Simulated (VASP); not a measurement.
Write the native input for VASP 6.6.1 that does the following.

- Task: single point
- Functional: LDA
- Potentials or basis: VASP PAW LDA potentials, release 64 (Zr_sv, Ag)
- Cutoff: 520 eV
- k mesh: 7 × 7 × 8
- Occupations: fermi-dirac, width 0.05 eV
- Spin: no spin polarisation
- Dipole correction: no
- Further INCAR settings: ALGO = Normal; EDIFF = 1e-06; NBANDS = 32

The structure of Zr3Ag lies in POSCAR:

```
Zr3Ag
1.0
    4.5811695466      0.0000000000      0.0000000000
    0.0000000000      4.5811695466      0.0000000000
    0.0000000000      0.0000000000      3.9992426222
Zr Ag
3 1
Direct
    0.5000000000      0.5000000000      0.0000000000
    0.0000000000      0.5000000000      0.5000000000
    0.5000000000      0.0000000000      0.5000000000
    0.0000000000      0.0000000000      0.0000000000
```

One way to write it, as run:

INCAR

```
PREC = Accurate ; ENCUT = 520
EDIFF = 1E-6 ; ISMEAR = -1
SIGMA = 0.05 ; LREAL = False
LASPH = True ; NELM = 100
ALGO = Normal ; ISIF = 2
LWAVE = False ; LCHARG = False
GGA = CA ; NBANDS = 32
```

KPOINTS

```
regular mesh
0
Gamma
  7 7 8
```

Potentials or basis: VASP PAW LDA potentials, release 64 (Zr_sv, Ag).

Launch:

```bash
$ cat potpaw_LDA.64/Zr_sv/POTCAR potpaw_LDA.64/Ag/POTCAR > POTCAR
$ mpirun -np 1 vasp_std > vasp.out
```

It gave:

```
Pressure               : -5.8 GPa
Band gap on the k mesh : zero (an odd number of electrons rules out a gap without spin polarisation)
```

Caveat: the cell stands under tension.

It took 47 s on 1 thread of Intel(R) Xeon(R) 6975P-C (Granite Rapids), with other jobs on the host, peak memory 0.24 GiB.
